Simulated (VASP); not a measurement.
Input of a VASP 6.6.1 run:

File INCAR:

```
SYSTEM = BaZrO3
ALGO = Normal
EDIFF = 1E-6
ENCUT = 1340
GGA = PE
GGA_COMPAT = .FALSE.
ISIF = 2
ISMEAR = 0
LASPH = .TRUE.
LCHARG = .FALSE.
LREAL = .FALSE.
LWAVE = .FALSE.
NBANDS = 51
NELM = 120
PREC = Accurate
SIGMA = 0.1
```

Contents of KPOINTS:

```
k-points
0
G
  4 4 2
  0 0 0
```

The input POSCAR:

```
BaZrO3
1.0
   -0.0007298779      4.2261136738      0.0010928587
   -0.0003571995      0.0010782213      4.2285039155
    8.4484629524     -0.0014438155     -0.0007103555
Ba Zr O
2 2 6
Direct
    0.0000161606     -0.0002676968     -0.0000043972
    0.0000622967     -0.0003002571      0.4999557603
    0.4999901736      0.4998515903      0.2499844364
    0.4999843766      0.4998876835      0.7499880969
    0.4999858310      0.5001931724     -0.0000065864
    0.4999708352      0.5002102660      0.5000152806
   -0.0000152509      0.5001830625      0.2500303460
   -0.0000055865      0.5001216652      0.7500285680
    0.4999484827      0.0000618033      0.2500010749
    0.5000626811      0.0000587105      0.7500074203
```

Potentials or basis: VASP PAW PBE potentials, release 64 (Ba_sv, Zr_sv, O_h).

The run is started by

```console
$ cat potpaw_PBE.64/Ba_sv/POTCAR potpaw_PBE.64/Zr_sv/POTCAR potpaw_PBE.64/O_h/POTCAR > POTCAR
$ mpirun -np 1 vasp_std > vasp.out
```

**Question.** What does it give for the pressure?

**Answer.** 1.0 GPa.

**Question.** Predict the band gap on the k mesh.

**Answer.** 3.13 eV.

**Question.** Predict the largest force.

**Answer.** 0.004 eV/Å.

Forces in eV/Å, atoms in the order of the input:
```
Ba  -0.002  0.000  0.002
Ba   0.002 -0.001  0.002
Zr   0.001  0.001  0.001
Zr   0.000  0.001  0.000
O    0.004  0.000 -0.001
O   -0.004  0.000 -0.001
O   -0.001  0.000 -0.001
O    0.000  0.001  0.000
O    0.000  0.000  0.000
O    0.000 -0.001 -0.001
```

Caveat: spin-orbit coupling is left out, which moves the levels of the heavy elements. A k mesh can miss the band edges.
